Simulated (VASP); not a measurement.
Runs of VASP 6.6.1 on TaN. The structure is that of space group P-6m2 (No. 187), or close to it. The cells are those of the table. 

```csv
cell,gap on the mesh (eV),pressure (GPa)
"a = 2.967, b = 2.967, c = 2.900 Å, angles 90.0, 90.0, 120.0°, 2 atoms",none,-18.6
"a = 2.811, b = 2.811, c = 2.775 Å, angles 90.0, 90.0, 120.0°, 2 atoms",none,(a)
"a = 2.937, b = 2.937, c = 2.876 Å, angles 90.0, 90.0, 120.0°, 2 atoms",none,(b)
"a = 2.875, b = 2.875, c = 2.827 Å, angles 90.0, 90.0, 120.0°, 2 atoms",none,13.7
"a = 2.843, b = 2.843, c = 2.801 Å, angles 90.0, 90.0, 120.0°, 2 atoms",none,28.5
```

Alike in all rows: task single point; level LDA; potentials or basis VASP PAW LDA potentials, release 64 (Ta_sv_GW, N); no spin polarisation; k mesh 18 × 18 × 14; cutoff (eV) 700; smearing gaussian 0.1 eV.

Task: Estimate the missing entries.

Result: (a) 45.7; (b) -9.5.

Caveats: spin-orbit coupling is left out, which moves the levels of the heavy elements; the cell stands under pressure (at least some runs); the cell stands under tension (at least some runs).

A k mesh can miss the band edges, and the runs leave out spin-orbit coupling on Ta.

A gap of «none» marks levels without a gap at the run's occupations.
